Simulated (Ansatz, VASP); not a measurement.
# Two plane-wave programs on AlGa2As3

```
Al Ga As
1.0
    -2.02969    2.02969    8.60749
     2.02969   -2.02969    8.60749
     2.02969    2.02969   -8.60749
Al Ga As
1 2 3
Cartesian
  0.0000 0.0000 0.0000
  0.0000 0.0000 11.4748
  0.0000 0.0000 5.7402
  2.0297 0.0000 4.3037
  0.0000 2.0297 7.1829
  0.0000 2.0297 1.4246
```

Alike in both runs: functional PBE; k mesh 10 × 10 × 10; occupations gaussian, width 0.02 eV; no spin polarisation.

Ansatz relaxed the structure, and its values are those at the end. VASP's run is a single point on that final structure, the one shown.

```csv
,VASP,Ansatz
version,VASP 6.6.1,Ansatz 0.2.0
potentials or method,"VASP PAW PBE potentials, release 64 (Al, Ga_d, As), cutoff 520 eV","scalar-relativistic, plane waves, PAW"
valence electrons in the cell,44,74
```

Ansatz gave:

* gap on the k mesh at the Fermi level (eV): 0.64
* least direct gap on the mesh (eV): 0.64
* pressure (GPa): 0.0

Q: What did VASP give for the same quantities?

A: gap on the k mesh at the Fermi level (eV): 0.64; least direct gap on the mesh (eV): 0.64; pressure (GPa): 0.2.

The functional is the same, so the differences come from potentials, cutoffs and numerics. VASP's potentials hold 44 valence electrons a cell and Ansatz's 74, so a difference there can come from the potentials and not from the codes.
